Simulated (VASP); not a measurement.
# HfO2 (Fm-3m) in VASP: notebook, part 3 of 3

VASP 6.6.1. Earlier steps stand in the parts before.

### Step 6. Single point, r2SCAN

This run uses another cell than the first one, of 10.79 Å³/atom, 1.190 times its volume.

POSCAR

```
HfO2
1.0
    0.0000000000      2.5291750342      2.5291750342
    2.5291750342      0.0000000000      2.5291750342
    2.5291750342      2.5291750342      0.0000000000
Hf O
1 2
Direct
    0.0000000000      0.0000000000      0.0000000000
    0.2500000000      0.2500000000      0.2500000000
    0.7500000000      0.7500000000      0.7500000000
```

INCAR.step1

```
SYSTEM = HfO2
ALGO = Normal
EDIFF = 1E-4
ENCUT = 520
GGA = PE
ISMEAR = 0
LASPH = .TRUE.
LCHARG = .FALSE.
LREAL = .FALSE.
LWAVE = .TRUE.
NBANDS = 18
NELM = 100
PREC = Accurate
SIGMA = 0.05
```

INCAR.step2

```
SYSTEM = HfO2
ALGO = Normal
EDIFF = 1E-7
ENCUT = 520
ISIF = 2
ISMEAR = 0
ISTART = 1
LASPH = .TRUE.
LCHARG = .FALSE.
LMIXTAU = .TRUE.
LREAL = .FALSE.
LWAVE = .FALSE.
METAGGA = R2SCAN
NBANDS = 18
NELM = 100
PREC = Accurate
SIGMA = 0.05
```

KPOINTS

```
k-points
0
G
  8 8 8
  0 0 0
```

Potentials or basis: VASP PAW PBE potentials, release 64 (Hf_pv, O).

On the command line:

```bash
$ cat potpaw_PBE.64/Hf_pv/POTCAR potpaw_PBE.64/O/POTCAR > POTCAR
$ cp INCAR.step1 INCAR
$ mpirun -np 1 vasp_std > vasp.out
$ cp INCAR.step2 INCAR
$ mpirun -np 1 vasp_std > vasp.out
```

OUTCAR:

```text
SYSTEM = HfO2
   EDIFF = 1E-7
   ENCUT = 520
   ISIF = 2
   ISMEAR = 0
   ISTART = 1
   LASPH = .TRUE.
   LREAL = .FALSE.
   METAGGA = R2SCAN
   NELM = 100
   PREC = Accurate

 ion  position               nearest neighbor table
   1  0.000  0.000  0.000-   2 2.19   3 2.19   3 2.19   3 2.19   3 2.19   2 2.19   2 2.19   2 2.19

   2  0.250  0.250  0.250-   1 2.19   1 2.19   1 2.19   1 2.19
   3  0.750  0.750  0.750-   1 2.19   1 2.19   1 2.19   1 2.19

  LATTYP: Found a face centered cubic cell.
 ALAT       =     5.0583500684

  Lattice vectors:

 A1 = (   0.0000000000,   2.5291750342,   2.5291750342)
 A2 = (   2.5291750342,   0.0000000000,   2.5291750342)
 A3 = (   2.5291750342,   2.5291750342,   0.0000000000)

Analysis of symmetry for initial positions (statically):
=====================================================================
 Subroutine PRICEL returns:
 Original cell was already a primitive cell.

 Routine SETGRP: Setting up the symmetry group for a
 face centered cubic supercell.

 Subroutine GETGRP returns: Found 48 space group operations
 (whereof 48 operations were pure point group operations)
 out of a pool of 48 trial point group operations.

The static configuration has the point symmetry O_h .

Analysis of symmetry for dynamics (positions and initial velocities):
=====================================================================
 Subroutine PRICEL returns:
 Original cell was already a primitive cell.

 Routine SETGRP: Setting up the symmetry group for a
 face centered cubic supercell.

 Subroutine GETGRP returns: Found 48 space group operations
 (whereof 48 operations were pure point group operations)
 out of a pool of 48 trial point group operations.

The dynamic configuration has the point symmetry O_h .

 Subroutine INISYM returns: Found 48 space group operations
 (whereof 48 operations are pure point group operations),
 and found     1 'primitive' translations

----------------------------------------------------------------------------------------

                                     Primitive cell

  volume of cell :      32.3569

  direct lattice vectors                    reciprocal lattice vectors
     0.000000000  2.529175034  2.529175034    -0.197692921  0.197692921  0.197692921
     2.529175034  0.000000000  2.529175034     0.197692921 -0.197692921  0.197692921
     2.529175034  2.529175034  0.000000000     0.197692921  0.197692921 -0.197692921

  length of vectors
     3.576793635  3.576793635  3.576793635     0.342414183  0.342414183  0.342414183

  position of ions in fractional coordinates (direct lattice)
     0.000000000  0.000000000  0.000000000
     0.250000000  0.250000000  0.250000000
     0.750000000  0.750000000  0.750000000

  ion indices of the primitive-cell ions
   primitive index   ion index
                 1           1
                 2           2
                 3           3

----------------------------------------------------------------------------------------

 KPOINTS: k-points

Automatic generation of k-mesh.
 Grid dimensions read from file:
 generate k-points for:    8    8    8

 Generating k-lattice:

  Cartesian coordinates                     Fractional coordinates (reciprocal lattice)
    -0.024711615  0.024711615  0.024711615     0.125000000  0.000000000  0.000000000
     0.024711615 -0.024711615  0.024711615     0.000000000  0.125000000  0.000000000
     0.024711615  0.024711615 -0.024711615     0.000000000  0.000000000  0.125000000

  Length of vectors
     0.042801773  0.042801773  0.042801773

  Shift w.r.t. Gamma in fractional coordinates (k-lattice)
     0.000000000  0.000000000  0.000000000

 Subroutine IBZKPT returns following result:
 ===========================================

 Found     29 irreducible k-points:

 Following reciprocal coordinates:
            Coordinates               Weight
  0.000000  0.000000  0.000000      1.000000
  0.125000  0.000000  0.000000      8.000000
  0.250000  0.000000  0.000000      8.000000
  0.375000  0.000000  0.000000      8.000000
  0.500000  0.000000  0.000000      4.000000
  0.125000  0.125000  0.000000      6.000000
[... 16 lines left out ...]
  0.500000  0.250000  0.125000     48.000000
 -0.375000  0.250000  0.125000     24.000000
 [... further k-points ...]
   k-points           NKPTS =     29   k-points in BZ     NKDIM =     29   number of bands    NBANDS=     18
   number of dos      NEDOS =    301   number of ions     NIONS =      3
   total plane-waves  NPLWV =  21952
   dimension x,y,z NGX =    28 NGY =   28 NGZ =   28
   dimension x,y,z NGXF=    56 NGYF=   56 NGZF=   56
   ions per type =               1   2
   NGX,Y,Z   is equivalent  to a cutoff of  13.01, 13.01, 13.01 a.u.
   NGXF,Y,Z  is equivalent  to a cutoff of  26.03, 26.03, 26.03 a.u.
 SYSTEM =  HfO2
   PREC   = accura    normal or accurate (medium, high low for compatibility)
   ISTART =      1    job   : 0-new  1-cont  2-samecut
   ICHARG =      0    charge: 1-file 2-atom 10-const
   ISPIN  =      1    spin polarized calculation?
   LNONCOLLINEAR =      F non collinear calculations
   LSORBIT =      F    spin-orbit coupling
   LASPH  =      T    aspherical Exc in radial PAW
   ENCUT  =  520.0 eV  38.22 Ry    6.18 a.u.   6.65  6.65  6.65*2*pi/ulx,y,z
   NELM   =    100;   NELMIN=  2; NELMDL=  0     # of ELM steps
   EDIFF  = 0.1E-06   stopping-criterion for ELM
   LREAL  =      F    real-space projection
   EDIFFG = 0.1E-05   stopping-criterion for IOM
   NSW    =      0    number of steps for IOM
   IBRION =     -1    ionic relax: 0-MD 1-quasi-New 2-CG
   NFREE  =      0    steps in history (QN), initial steepest desc. (CG)
   ISIF   =      2    stress and relaxation
   ISYM   =      2    0-nonsym 1-usesym 2-fastsym
   POTIM  = 0.5000    time-step for ionic-motion
   TEBEG  =    0.0;   TEEND  =   0.0 temperature during run
   PSTRESS=    0.0 pullay stress
   NELECT =      22.0000    total number of electrons
   NUPDOWN=      -1.0000    fix difference up-down
   EMIN   =  10.00;   EMAX   =-10.00  energy-range for DOS
   EFERMI =   0.00;   METHOD = LEGACY
   ISMEAR =     0;   SIGMA  =   0.05  broadening in eV -4-tet -1-fermi 0-gaus
   EFERMI_NEDOS =   21; number of points for ismear=-14 and -15
   IALGO  =     38    algorithm
   IMIX   =      4    mixing-type and parameters
     AMIX     =   0.40;   BMIX     =  1.00
     AMIX_MAG =   1.60;   BMIX_MAG =  1.00
  volume/ion in A,a.u.               =      10.79        72.79
  Fermi-wavevector in a.u.,A,eV,Ry     =   1.439550  2.720356 28.195422  2.072305
  Thomas-Fermi vector in A             =   2.558393
   LORBIT       =      0    0 simple, 1 ext, 2 COOP (PROOUT), +10 PAW based schemes
   METAGGA = R2SCAN    functional components
   LHFCALC =     F    Hartree Fock is set to
   AEXX    =    0.0000 exact exchange contribution
   IVDW    =     0    specifies the selected vdW correction
   LEPSILON=     F    determine dielectric tensor
   LRPA    =     F    only Hartree local field effects (RPA)
 non-spin polarized calculation
 Gauss-broadening in eV      SIGMA  =   0.05
  energy-cutoff  :      520.00
  volume of cell :       32.36
 maximum number of plane-waves:       893
   NGX = 13   NGY = 13   NGZ = 13

 number of electron      21.9999992 magnetization

 Free energy of the ion-electron system (eV)
  ---------------------------------------------------
  ext. energy  EPLUGINS =         0.00000000
  ---------------------------------------------------
  free energy    TOTEN  =       -68.54746222 eV

  energy without entropy =      -68.54746222  energy(sigma->0) =      -68.54746222

 E-fermi :   4.3020     XC(G=0): -12.6183

 val. band max:        3.9693106593   @ k =   0.5000   0.5000   0.0000
 cond. band min:       8.2840463321   @ k =   0.5000   0.5000   0.0000
 fundamental gap:      4.3147356728
 Fermi energy:         4.3020296627

 k-point     1 :       0.0000    0.0000    0.0000
  band No.  band energies     occupation
      1     -26.6561      2.00000
      2     -26.6561      2.00000
      3     -26.6561      2.00000
      4     -15.8030      2.00000
      5     -12.7665      2.00000
      6      -1.5147      2.00000
[... 10 lines left out ...]
     17      15.0560      0.00000
     18      16.6798      0.00000
[... 463 lines left out ...]
 k-point    24 :      -0.3750    0.2500    0.1250
  band No.  band energies     occupation
      1     -27.0500      2.00000
      2     -26.8393      2.00000
      3     -26.7349      2.00000
      4     -14.2115      2.00000
      5     -13.6532      2.00000
      6      -0.9767      2.00000
[... 10 lines left out ...]
     17      15.5808      0.00000
     18      16.6694      0.00000

 [... further k-points ...]
[... 5 lines left out ...]
  --------------------------------------------------------------------------------------
  -------------------------------------------------------------------------------------
  Total       -0.8016852     -0.8016852     -0.8016852     -0.0000000      0.0000000     -0.0000000
  in kB      -39.6960938    -39.6960938    -39.6960938     -0.0000000      0.0000000     -0.0000000
  external PRESSURE =     -39.6960938 kB  Pullay stress =       0.0000000 kB

 VOLUME and BASIS-vectors are now :
 -----------------------------------------------------------------------------
  energy-cutoff  :      520.00
  volume of cell :       32.36
      direct lattice vectors                 reciprocal lattice vectors
     0.000000000  2.529175034  2.529175034    -0.197692921  0.197692921  0.197692921
     2.529175034  0.000000000  2.529175034     0.197692921 -0.197692921  0.197692921
     2.529175034  2.529175034  0.000000000     0.197692921  0.197692921 -0.197692921

 POSITION                                       TOTAL-FORCE (eV/Angst)
 -----------------------------------------------------------------------------------
      0.00000      0.00000      0.00000        -0.000000      0.000000     -0.000000
      1.26459      1.26459      1.26459        -0.000000     -0.000000      0.000000
      3.79376      3.79376      3.79376         0.000000      0.000000      0.000000
 -----------------------------------------------------------------------------------
    total drift:                                0.000000      0.000000      0.000000

  FREE ENERGIE OF THE ION-ELECTRON SYSTEM (eV)
  ---------------------------------------------------
  free  energy   TOTEN  =       -68.5474622225 eV

  energy  without entropy=      -68.5474622225  energy(sigma->0) =      -68.54746222
```

It took 1.7 min on 1 thread of AMD EPYC 9R45 (Zen 5), shared host; peak memory 0.14 GiB.

Results:

```
Free energy            : -68.5475 eV
Pressure               : -4.0 GPa
Band gap on the k mesh : 4.31 eV, direct
```

Caveat: the PAW data sets were made with another functional, which shifts forces and pressure a little; spin-orbit coupling is left out, which moves the levels of the heavy elements. A k mesh can miss the band edges.

### Step 7. Single point, r2SCAN (volume scaled by 1.040)

POSCAR

```
HfO2
1.0
    0.0000000000      2.5624574698      2.5624574698
    2.5624574698      0.0000000000      2.5624574698
    2.5624574698      2.5624574698      0.0000000000
Hf O
1 2
Direct
    0.0000000000      0.0000000000      0.0000000000
    0.2500000000      0.2500000000      0.2500000000
    0.7500000000      0.7500000000      0.7500000000
```

INCAR.step1

```
SYSTEM = HfO2
PREC = Accurate
ENCUT = 520
ISMEAR = 0
SIGMA = 0.05
LREAL = .False.
LASPH = .True.
NELM = 60
NBANDS = 18
GGA = PE
ALGO = Normal
EDIFF = 1E-4
LWAVE = .True.
LCHARG = .False.
```

INCAR.step2

```
SYSTEM = HfO2
PREC = Accurate
ENCUT = 520
EDIFF = 1E-6
ISMEAR = 0
SIGMA = 0.05
LREAL = .False.
LASPH = .True.
NELM = 60
ALGO = Normal
ISIF = 2
LWAVE = .False.
LCHARG = .False.
METAGGA = R2SCAN
LMIXTAU = .True.
NBANDS = 18
ISTART = 1
```

KPOINTS

```
Automatic mesh
0
Gamma
  8 8 8
  0 0 0
```

On the command line:

```bash
$ cat potpaw_PBE.64/Hf_pv/POTCAR potpaw_PBE.64/O/POTCAR > POTCAR
$ cp INCAR.step1 INCAR
$ mpirun -np 1 vasp_std > vasp.out
$ cp INCAR.step2 INCAR
$ mpirun -np 1 vasp_std > vasp.out
```

Run time: 73 s. Hardware: 1 thread of AMD EPYC 9R45 (Zen 5), shared host; peak memory 0.13 GiB.

Results (log left out):

```
Free energy            : -68.4786 eV
Pressure               : -13.2 GPa
Band gap on the k mesh : 4.20 eV, direct
```

Levels at points of the mesh, in eV from the valence-band top:
| k point | band 7 | band 8 | band 9 | band 10 | band 11 | band 12 | band 13 | band 14 | band 15 | band 16 |
| --- | --- | --- | --- | --- | --- | --- | --- | --- | --- | --- |
| (0.00, 0.00, 0.00) | -5.24 | -5.24 | -0.62 | -0.62 | -0.62 | 4.32 | 4.32 | 6.20 | 10.58 | 10.58 |
| (0.50, 0.00, 0.00) | -4.20 | -3.01 | -2.73 | -1.85 | -1.85 | 4.97 | 4.97 | 7.18 | 9.49 | 9.59 |
| (0.50, 0.50, 0.00) | -3.50 | -3.50 | -1.50 | -1.50 | 0.00 | 4.20 | 5.83 | 6.87 | 8.38 | 8.38 |

Caveat: the cell differs from its parent crystal (volume scaled by 1.040); the PAW data sets were made with another functional, which shifts forces and pressure a little; spin-orbit coupling is left out, which moves the levels of the heavy elements. A k mesh can miss the band edges.

### Step 8. Overview

| cell | gap on the mesh (eV) | pressure (GPa) |
| --- | --- | --- |
| a = 3.375 Å, angles 60.0°, 3 atoms | 4.83 | 62.3 |
| a = 3.428 Å, angles 60.0°, 3 atoms | 4.69 | 40.0 |
| a = 3.479 Å, angles 60.0°, 3 atoms | 4.56 | 22.1 |
| a = 3.528 Å, angles 60.0°, 3 atoms | 4.44 | 7.7 |
| a = 3.577 Å, angles 60.0°, 3 atoms | 4.31 | -4.0 |
| a = 3.624 Å, angles 60.0°, 3 atoms | 4.20 | -13.2 |

Alike in all rows: task single point; level r2SCAN; potentials or basis VASP PAW PBE potentials, release 64 (Hf_pv, O); no spin polarisation; k mesh 8 × 8 × 8; cutoff (eV) 520; smearing gaussian 0.05 eV.

Caveats: the PAW data sets were made with another functional, which shifts forces and pressure a little; spin-orbit coupling is left out, which moves the levels of the heavy elements.

Total energies depend on the potentials used, so only differences within one code and one set of settings carry meaning.
